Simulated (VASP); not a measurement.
# GaSbTe2 (I4/mcm) in VASP: single point with PBEsol

Aim: the single point of GaSbTe2 with PBEsol.

Everything below comes from runs of VASP 6.6.1. Logs are shortened: lines on timing, memory, paths and dates and some standing lists are left out, and cuts for length are marked.

**1. The cell of the first run**

Symmetry: I4/mcm, No. 140, tetragonal system. The conventional cell has a = 8.466 Å, b = 8.466 Å, c = 6.895 Å, α = 90.00°, β = 90.00°, γ = 90.00°. Within 3.5 Å of Ga (site symmetry -42m) lie 4 Te at 2.67 Å and 2 Ga at 3.45 Å. Within 3.6 Å of Te (site symmetry m2m) lie 2 Ga at 2.67 Å and 4 Sb at 3.58 Å. Sb (site symmetry 422) has 2 Sb at 3.45 Å and 8 Te at 3.58 Å and 4 Ga at 4.23 Å within 4.5 Å.

**2. Single point, PBEsol**

Input file INCAR:

```
  PREC = Accurate
  ENCUT = 520
  EDIFF = 1E-6
  ISMEAR = -1
  SIGMA = 0.013
  LREAL = F
  LASPH = T
  NELM = 100
  ALGO = Normal
  ISIF = 2
  LWAVE = F
  LCHARG = F
  GGA = PS
  NBANDS = 40
```

Input file KPOINTS:

```
regular mesh
0
Gamma
  4 4 4
```

Input file POSCAR:

```
GaSbTe2
1.0
    0.0000000000      0.0000000000      6.8949340000
    4.2328770000     -4.2328770000      3.4474670000
    4.2328770000      4.2328770000     -3.4474670000
Ga Te Sb
2 4 2
Direct
    0.7500000000      0.5000000000      0.5000000000
    0.2500000000      0.5000000000      0.5000000000
    0.6700000000      0.5000000000      0.8400000000
    0.1700000000      0.1600000000      0.5000000000
    0.3300000000      0.5000000000      0.1600000000
    0.8300000000      0.8400000000      0.5000000000
    0.2500000000      0.0000000000      0.0000000000
    0.7500000000      0.0000000000      0.0000000000
```

Potentials or basis: VASP PAW PBE potentials, release 64 (Ga_d, Te, Sb).

Command:

```
$ cat potpaw_PBE.64/Ga_d/POTCAR potpaw_PBE.64/Te/POTCAR potpaw_PBE.64/Sb/POTCAR > POTCAR
$ mpirun -np 1 vasp_std > vasp.out
```

OUTCAR:

```text
PREC = Accurate
   ENCUT = 520
   EDIFF = 1E-6
   ISMEAR = -1
   LREAL = F
   LASPH = T
   NELM = 100
   ISIF = 2
   GGA = PS

 ion  position               nearest neighbor table
   1  0.750  0.500  0.500-   3 2.67   4 2.67   5 2.67   6 2.67
   2  0.250  0.500  0.500-   3 2.67   4 2.67   5 2.67   6 2.67
   3  0.670  0.500  0.840-   1 2.67   2 2.67   7 3.58   7 3.58   8 3.58   8 3.58
   4  0.170  0.160  0.500-   1 2.67   2 2.67   8 3.58   7 3.58   7 3.58   8 3.58
   5  0.330  0.500  0.160-   1 2.67   2 2.67   7 3.58   7 3.58   8 3.58   8 3.58
   6  0.830  0.840  0.500-   1 2.67   2 2.67   7 3.58   8 3.58   8 3.58   7 3.58
   7  0.250  0.000  0.000-   8 3.45   8 3.45   5 3.58   6 3.58   4 3.58   6 3.58   3 3.58   5 3.58
                             3 3.58   4 3.58
   8  0.750  0.000  0.000-   7 3.45   7 3.45   4 3.58   5 3.58   6 3.58   5 3.58   6 3.58   3 3.58
                             3 3.58   4 3.58

  LATTYP: Found a body centered tetragonal cell.
 ALAT       =     8.4657540000
 C/A-ratio  =     0.8144500773

  Lattice vectors:

 A1 = (   4.2328770000,  -4.2328770000,  -3.4474670000)
 A2 = (  -4.2328770000,   4.2328770000,  -3.4474670000)
 A3 = (   4.2328770000,   4.2328770000,   3.4474670000)

Analysis of symmetry for initial positions (statically):
=====================================================================
 Subroutine PRICEL returns:
 Original cell was already a primitive cell.

 Routine SETGRP: Setting up the symmetry group for a
 body centered tetragonal supercell.

 Subroutine GETGRP returns: Found 16 space group operations
 (whereof  8 operations were pure point group operations)
 out of a pool of 16 trial point group operations.

The static configuration has the point symmetry C_4h.
 The point group associated with its full space group is D_4h.

Analysis of symmetry for dynamics (positions and initial velocities):
=====================================================================
 Subroutine PRICEL returns:
 Original cell was already a primitive cell.

 Routine SETGRP: Setting up the symmetry group for a
 body centered tetragonal supercell.

 Subroutine GETGRP returns: Found 16 space group operations
 (whereof  8 operations were pure point group operations)
 out of a pool of 16 trial point group operations.

The dynamic configuration has the point symmetry C_4h.
 The point group associated with its full space group is D_4h.

[... 101 lines left out ...]
   NSW    =      0    number of steps for IOM
   IBRION =     -1    ionic relax: 0-MD 1-quasi-New 2-CG
   NFREE  =      0    steps in history (QN), initial steepest desc. (CG)
   ISIF   =      2    stress and relaxation
   ISYM   =      2    0-nonsym 1-usesym 2-fastsym
   POTIM  = 0.5000    time-step for ionic-motion
   TEBEG  =    0.0;   TEEND  =   0.0 temperature during run
   PSTRESS=    0.0 pullay stress
   NELECT =      60.0000    total number of electrons
   NUPDOWN=      -1.0000    fix difference up-down
   EMIN   =  10.00;   EMAX   =-10.00  energy-range for DOS
   EFERMI =   0.00;   METHOD = LEGACY
   ISMEAR =    -1;   SIGMA  =   0.01  broadening in eV -4-tet -1-fermi 0-gaus
   EFERMI_NEDOS =   21; number of points for ismear=-14 and -15
   IALGO  =     38    algorithm
   IMIX   =      4    mixing-type and parameters
     AMIX     =   0.40;   BMIX     =  1.00
     AMIX_MAG =   1.60;   BMIX_MAG =  1.00
  volume/ion in A,a.u.               =      30.88       208.42
  Fermi-wavevector in a.u.,A,eV,Ry     =   1.021366  1.930102 14.193444  1.043189
  Thomas-Fermi vector in A             =   2.154987
   LORBIT       =      0    0 simple, 1 ext, 2 COOP (PROOUT), +10 PAW based schemes
   GGA     = PS    functional components
   LHFCALC =     F    Hartree Fock is set to
   AEXX    =    0.0000 exact exchange contribution
   IVDW    =     0    specifies the selected vdW correction
   LEPSILON=     F    determine dielectric tensor
   LRPA    =     F    only Hartree local field effects (RPA)
 non-spin polarized calculation
  energy-cutoff  :      520.00
  volume of cell :      247.08
 maximum number of plane-waves:      6692
 NGX is ok and might be reduce to    54
   NGX = 25   NGY = 25   NGZ = 25

 number of electron      59.9999982 magnetization

 Free energy of the ion-electron system (eV)
  ---------------------------------------------------
  ext. energy  EPLUGINS =         0.00000000
  ---------------------------------------------------
  free energy    TOTEN  =       -29.49072654 eV

  energy without entropy =      -29.48940749  energy(sigma->0) =      -29.49006701

 E-fermi :   5.4344     XC(G=0):  -9.4364

 val. band max:        5.4299712864   @ k =   0.0000   0.5000   0.5000
 cond. band min:       5.4806733712   @ k =   0.0000   0.5000   0.2500
 fundamental gap:      0.0507020848
 Fermi energy:         5.4343928325

 k-point     1 :       0.0000    0.0000    0.0000
  band No.  band energies     occupation
      1      -9.7421      2.00000
      2      -9.7421      2.00000
      3      -9.6950      2.00000
      4      -9.6935      2.00000
      5      -9.6558      2.00000
      6      -9.6525      2.00000
[... 548 lines left out ...]
     39       8.4012      0.00000
     40       8.9732      0.00000

------------------------ aborting loop because EDIFF is reached ----------------------------------------

  FORCE on cell =-STRESS in cart. coord.  units (eV):
  Direction    XX          YY          ZZ          XY          YZ          ZX
  --------------------------------------------------------------------------------------
  -------------------------------------------------------------------------------------
  Total       -5.1341799     -5.1341799     -5.4997915      0.0000000     -0.0000000      0.0000000
  in kB      -33.2927954    -33.2927954    -35.6636184      0.0000000     -0.0000000      0.0000000
  external PRESSURE =     -34.0830697 kB  Pullay stress =       0.0000000 kB

 VOLUME and BASIS-vectors are now :
 -----------------------------------------------------------------------------
  energy-cutoff  :      520.00
  volume of cell :      247.08
      direct lattice vectors                 reciprocal lattice vectors
     0.000000000  0.000000000  6.894934000     0.000000000  0.118122969  0.145034021
     4.232877000 -4.232877000  3.447467000     0.118122969 -0.118122969  0.000000000
     4.232877000  4.232877000 -3.447467000     0.118122969  0.118122969  0.000000000

 POSITION                                       TOTAL-FORCE (eV/Angst)
 -----------------------------------------------------------------------------------
      4.23288      0.00000      5.17120         0.000000      0.000000      0.000000
      4.23288      0.00000      1.72373         0.000000      0.000000      0.000000
      5.67206      1.43918      3.44747         0.343231      0.343231     -0.000000
      2.79370      1.43918      0.00000        -0.343231      0.343231     -0.000000
      2.79370     -1.43918      3.44747        -0.343231     -0.343231      0.000000
      5.67206     -1.43918      6.89493         0.343231     -0.343231      0.000000
      0.00000      0.00000      1.72373         0.000000      0.000000      0.000000
      0.00000      0.00000      5.17120         0.000000      0.000000      0.000000
 -----------------------------------------------------------------------------------
    total drift:                                0.000000     -0.000000      0.000000

  FREE ENERGIE OF THE ION-ELECTRON SYSTEM (eV)
  ---------------------------------------------------
  free  energy   TOTEN  =       -29.4907265361 eV

  energy  without entropy=      -29.4894074865  energy(sigma->0) =      -29.49006701
```

OSZICAR:

```text
N       E                     dE             d eps       ncg     rms          rms(c)
DAV:   1     0.445362788382E+03    0.44536E+03   -0.23853E+04  1048   0.155E+03
DAV:   2     0.316654855610E+02   -0.41370E+03   -0.39761E+03  1168   0.395E+02
DAV:   3    -0.265350782081E+02   -0.58201E+02   -0.56113E+02  1248   0.122E+02
DAV:   4    -0.296579687601E+02   -0.31229E+01   -0.30763E+01  1312   0.295E+01
DAV:   5    -0.297737499995E+02   -0.11578E+00   -0.11573E+00  1416   0.556E+00    0.117E+01
DAV:   6    -0.295184030641E+02    0.25535E+00   -0.44813E-01  1344   0.501E+00    0.688E+00
DAV:   7    -0.294935669975E+02    0.24836E-01   -0.20260E-01  1248   0.243E+00    0.123E+00
DAV:   8    -0.294904773004E+02    0.30897E-02   -0.31519E-02  1264   0.123E+00    0.598E-01
DAV:   9    -0.294908368259E+02   -0.35953E-03   -0.29970E-03  1368   0.283E-01    0.184E-01
DAV:  10    -0.294907213078E+02    0.11552E-03   -0.32253E-04  1528   0.151E-01    0.161E-01
DAV:  11    -0.294907274449E+02   -0.61370E-05   -0.57625E-05  1240   0.368E-02    0.240E-02
DAV:  12    -0.294907266844E+02    0.76049E-06   -0.12888E-05  1288   0.259E-02    0.113E-02
DAV:  13    -0.294907265361E+02    0.14825E-06   -0.15023E-06   800   0.617E-03
   1 F= -.29490727E+02 E0= -.29490067E+02  d E =-.131905E-02
```

Wall time 5.9 min (1 thread of Intel Xeon 8259CL, shared host); peak memory 0.47 GiB.

What came out:

```yaml
Free_energy: -29.4907 eV
Pressure: -3.4 GPa
Largest_force: 0.485 eV/Å
Band_gap_on_the_k_mesh: zero (bands 30 and 31 overlap by 1.47 eV)
```

Forces on the atoms (eV/Å):
```
Ga   0.000  0.000  0.000
Ga   0.000  0.000  0.000
Te   0.343  0.343  0.000
Te  -0.343  0.343  0.000
Te  -0.343 -0.343  0.000
Te   0.343 -0.343  0.000
Sb   0.000  0.000  0.000
Sb   0.000  0.000  0.000
```

Levels at points of the mesh, in eV from the Fermi level:
```tsv
k point	band 27	band 28	band 29	band 30	band 31	band 32	band 33	band 34
(0.00, 0.00, 0.00)	-1.53	-1.16	0.77	1.06	1.06	1.43	1.43	1.72
(0.50, 0.00, 0.00)	-1.81	-1.81	-0.26	-0.26	0.09	0.09	1.03	1.03
(0.00, 0.50, 0.00)	-1.79	-1.69	-0.64	-0.57	-0.41	-0.16	1.77	2.37
(0.00, 0.50, 0.50)	-1.93	-1.45	-1.16	0.00	0.00	0.22	0.22	0.49
```

Caveat: the cell stands under tension; the PAW data sets were made with another functional, which shifts forces and pressure a little; spin-orbit coupling is left out, which moves the levels of the heavy elements.

The gap in the log of VASP goes by the Fermi energy; the results here count the filled bands.